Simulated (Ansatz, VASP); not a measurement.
**One calculation of Al2GaP3, two programs**

```xyz
6
Lattice="3.9334 0.0000 0.0000 -1.9667 3.4064 0.0000 0.0000 0.0000 9.6321" Properties=species:S:1:pos:R:3 pbc="T T T"
Al    0.0000    0.0000   -0.0015
Al    1.9667    1.1355    6.4197
Ga    0.0000    2.2709    3.2119
P     1.9667    1.1355    8.8307
P     0.0000    2.2709    5.6243
P     0.0000    0.0000    2.4032
```

Alike in both runs: task single point; functional PBE; k mesh 6 × 6 × 2; no spin polarisation.

|  | VASP | Ansatz |
| --- | --- | --- |
| version | VASP 6.6.1 | Ansatz 0.2.0 |
| potentials or method | VASP PAW PBE potentials, release 64 (Al, Ga_d, P) | plane waves, PAW |
| plane-wave cutoff (eV) | 520 | 420 |
| occupations | gaussian, width 0.01 eV | fixed |
| valence electrons in the cell | 34 | 34 |

|  | VASP | Ansatz | Ansatz less VASP |
| --- | --- | --- | --- |
| gap on the k mesh at the Fermi level (eV) | 1.67 | 1.67 | +0.001 |
| pressure (GPa) | -2.3 | -2.2 | +0.06 |
| traceless stress, the component that is largest in VASP (GPa) | -0.08 | -0.08 | -0.002 |
| rms of the force components (eV/Å) | 0.007 | 0.005 | -0.0019 |

Atom by atom the forces differ by 0.002 eV/Å (rms over components).
